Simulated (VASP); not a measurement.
Here is a VASP 6.6.1 calculation.

The input POSCAR:

```
WS2
1.0
    3.1829541699      0.0000000000      0.0000000000
   -1.5914770850      2.7565191702      0.0000000000
    0.0000000000      0.0000000000     28.5322178600
W S
3 6
Direct
    0.6666666667      0.3333333333      0.4343616800
    0.6666666667      0.3333333333      0.8855337800
    0.0000000000      0.0000000000      0.6592864300
    0.6666666667      0.3333333333      0.6046252100
    0.0000000000      0.0000000000      0.3797102500
    0.0000000000      0.0000000000      0.8308482800
    0.6666666667      0.3333333333      0.7139522100
    0.0000000000      0.0000000000      0.4890304200
    0.0000000000      0.0000000000      0.9401857300
```

Contents of INCAR.step1:

```
ALGO = Normal
EDIFF = 1E-4
ENCUT = 520
GGA = PE
ISMEAR = -1
LASPH = T
LCHARG = F
LREAL = F
LWAVE = T
NBANDS = 49
NELM = 100
PREC = Accurate
SIGMA = 0.05
```

Contents of INCAR.step2:

```
ALGO = Normal
EDIFF = 1E-6
ENCUT = 520
ISIF = 2
ISMEAR = -1
ISTART = 1
LASPH = T
LCHARG = F
LMIXTAU = T
LREAL = F
LWAVE = F
METAGGA = R2SCAN
NBANDS = 49
NELM = 100
PREC = Accurate
SIGMA = 0.05
```

KPOINTS

```
k-points
0
Gamma
  10 10 1
```

Potentials or basis: VASP PAW PBE potentials, release 64 (W_sv, S).

The run is started by

```bash
$ cat potpaw_PBE.64/W_sv/POTCAR potpaw_PBE.64/S/POTCAR > POTCAR
$ cp INCAR.step1 INCAR
$ mpirun -np 1 vasp_std > vasp.out
$ cp INCAR.step2 INCAR
$ mpirun -np 1 vasp_std > vasp.out
```

**Question.** What does it give for the largest force?

**Answer.** 0.015 eV/Å.

**Question.** What does it give for the band gap on the k mesh?

**Answer.** 1.60 eV (least direct gap 2.24 eV).

Forces in eV/Å, atoms in the order of the input:
```
W    0.000  0.000 -0.009
W    0.000  0.000 -0.001
W    0.000  0.000  0.004
S    0.000  0.000  0.009
S    0.000  0.000 -0.003
S    0.000  0.000  0.015
S    0.000  0.000 -0.005
S    0.000  0.000 -0.012
S    0.000  0.000  0.002
```

Caveat: there is no dipole correction, which matters where the two faces differ; the PAW data sets were made with another functional, which shifts forces and pressure a little; spin-orbit coupling is left out, which moves the levels of the heavy elements.
